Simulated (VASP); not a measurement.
Write the native input for VASP 6.6.1 that does the following.

| Property | Result |
| --- | --- |
| Task | single point |
| Functional | PBEsol |
| Potentials or basis | VASP PAW PBE potentials, release 64 (Ag, B) |
| Cutoff | 520 eV |
| k mesh | 7 × 7 × 7 |
| Occupations | methfessel-paxton, width 0.05 eV |
| Spin | no spin polarisation |
| Dipole correction | no |
| Further INCAR settings | ALGO = Normal; EDIFF = 1e-06; NBANDS = 16 |

The structure of AgB2 lies in POSCAR:

```
AgB2
1.0
    0.0000000000      2.5529819270      2.5529819270
    2.5529819270      0.0000000000      2.5529819270
    2.5529819270      2.5529819270      0.0000000000
Ag B
1 2
Direct
    0.0000000000      0.0000000000      0.0000000000
    0.2500000000      0.2500000000      0.2500000000
    0.7500000000      0.7500000000      0.7500000000
```

One way to write it, as run:

INCAR

```
PREC = Accurate ; ENCUT = 520
EDIFF = 1E-6 ; ISMEAR = 1
SIGMA = 0.05 ; LREAL = F
LASPH = T ; NELM = 80
ALGO = Normal ; ISIF = 2
LWAVE = F ; LCHARG = T
GGA = PS ; LELF = T
LVHAR = T ; NBANDS = 16
```

KPOINTS

```
regular mesh
0
Gamma
  7 7 7
```

Potentials or basis: VASP PAW PBE potentials, release 64 (Ag, B).

The run is started by

```console
$ cat potpaw_PBE.64/Ag/POTCAR potpaw_PBE.64/B/POTCAR > POTCAR
$ mpirun -np 1 vasp_std > vasp.out
```

Results of the run:

* Pressure: -0.3 GPa
* Band gap on the k mesh: zero (an odd number of electrons rules out a gap without spin polarisation)

Caveat: the PAW data sets were made with another functional, which shifts forces and pressure a little.

Wall time 29 s on 1 thread of Intel Xeon 8259CL, on a shared host, peak memory 0.16 GiB.
